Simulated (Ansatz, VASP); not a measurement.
## Two plane-wave programs on PbS

```
CELL_PARAMETERS angstrom
0.00000 -3.00438 -3.00618
0.00000 3.00438 -3.00618
12.04828 0.00000 0.00000
ATOMIC_POSITIONS crystal
Pb 0.74336 0.24336 0.58570
Pb 0.24336 0.74336 0.35205
S 0.23564 0.73564 0.57547
S 0.73564 0.23564 0.36228
```

Alike in both runs: task single point; functional PBE; dispersion D3(BJ); k mesh 6 × 6 × 3; occupations gaussian, width 0.05 eV; no spin polarisation.

|  | VASP | Ansatz |
| --- | --- | --- |
| version | VASP 6.6.1 | Ansatz 0.2.0 |
| potentials or method | VASP PAW PBE potentials, release 64 (Pb_d, S), cutoff 500 eV | scalar-relativistic, plane waves, PAW |
| valence electrons in the cell | 40 | 40 |

|  | VASP | Ansatz | Ansatz less VASP |
| --- | --- | --- | --- |
| gap on the k mesh at the Fermi level (eV) | 2.07 | 2.07 | -0.002 |
| least direct gap on the mesh (eV) | 2.08 | 2.08 | -0.001 |
| rms of the force components (eV/Å) | 0.034 | 0.033 | -0.0009 |

Atom by atom the forces differ by 0.003 eV/Å (rms over components).

Neither program's run includes spin-orbit coupling.
